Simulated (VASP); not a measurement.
InGa3N, 5 atoms in the cell. The structure is cubic, space group Pm-3m (No. 221). The conventional cell has a = 4.373 Å, b = 4.373 Å, c = 4.373 Å, α = 90.00°, β = 90.00°, γ = 90.00°. Within 4.1 Å of In (site symmetry m-3m) lie 12 Ga at 3.09 Å and 8 N at 3.79 Å. Ga (site symmetry 4/mmm) has 2 N at 2.19 Å within 2.9 Å. N (site symmetry m-3m) has 6 Ga at 2.19 Å within 2.9 Å. 

* Program: VASP 6.6.1
* Task: single point
* Functional: PBEsol
* Potentials or basis: VASP PAW PBE potentials, release 64 (In_d, Ga_d, N)
* Cutoff: 520 eV
* k mesh: 8 × 8 × 8
* Occupations: fermi-dirac, width 0.15 eV
* Spin: no spin polarisation
* Dipole correction: no
* Further INCAR settings: ALGO = Normal; EDIFF = 1e-06; NBANDS = 36

Potentials or basis: VASP PAW PBE potentials, release 64 (In_d, Ga_d, N).

The run is started by

```bash
$ cat potpaw_PBE.64/In_d/POTCAR potpaw_PBE.64/Ga_d/POTCAR potpaw_PBE.64/N/POTCAR > POTCAR
$ mpirun -np 1 vasp_std > vasp.out
```

Hardware: 1 thread of Intel(R) Xeon(R) 6975P-C (Granite Rapids) (shared host).

How long does it take, and how much memory?

Run time: 46 s on 1 thread of Intel(R) Xeon(R) 6975P-C (Granite Rapids), with other jobs on the host, peak memory 0.25 GiB. Counts: scf iterations 16, k points 35.
